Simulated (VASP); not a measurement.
Write the native input for VASP 6.6.1 that does the following.

```yaml
Task: single point
Functional: LDA
Potentials_or_basis: VASP PAW LDA potentials, release 64 (Rh_pv)
Cutoff: 520 eV
k_mesh: 12 × 12 × 7
Occupations: methfessel-paxton, width 0.1 eV
Spin: no spin polarisation
Dipole_correction: no
Further_INCAR_settings: ALGO = Normal; EDIFF = 1e-06; NBANDS = 22
```

The structure of Rh lies in POSCAR:

```
Rh
1.0
    2.7845422258      0.0000000000      0.0000000000
   -1.3922711129      2.4114862863      0.0000000000
    0.0000000000      0.0000000000      4.5153451880
Rh
2
Direct
    0.6666666667      0.3333333333      0.7500000000
    0.3333333333      0.6666666667      0.2500000000
```

The input as run:

INCAR

```
ALGO     = Normal         # electronic algorithm
EDIFF    = 1E-6           # SCF threshold, eV
ENCUT    = 520            # plane-wave cutoff, eV
ISIF     = 2              # what is computed and relaxed
ISMEAR   = 1              # smearing method
LASPH    = True           # aspherical terms in the spheres
LCHARG   = False          # write CHGCAR
LREAL    = False          # projectors in reciprocal space
LWAVE    = False          # write WAVECAR
NBANDS   = 22             # bands
NELM     = 80             # most SCF steps
PREC     = Accurate       # precision mode
SIGMA    = 0.1            # smearing width, eV
```

KPOINTS

```
k-points
0
Gamma
  12 12 7
```

Potentials or basis: VASP PAW LDA potentials, release 64 (Rh_pv).

Launch:

```console
$ cat potpaw_LDA.64/Rh_pv/POTCAR > POTCAR
$ mpirun -np 1 vasp_std > vasp.out
```

Results of the run:

- Pressure: -29.3 GPa
- Band gap on the k mesh: zero (band 15 reaches 10.59 eV, above the bottom of band 16 at 8.53 eV)

It took 59 s on 1 thread of Intel Xeon 8259CL, on a shared host, peak memory 0.16 GiB.
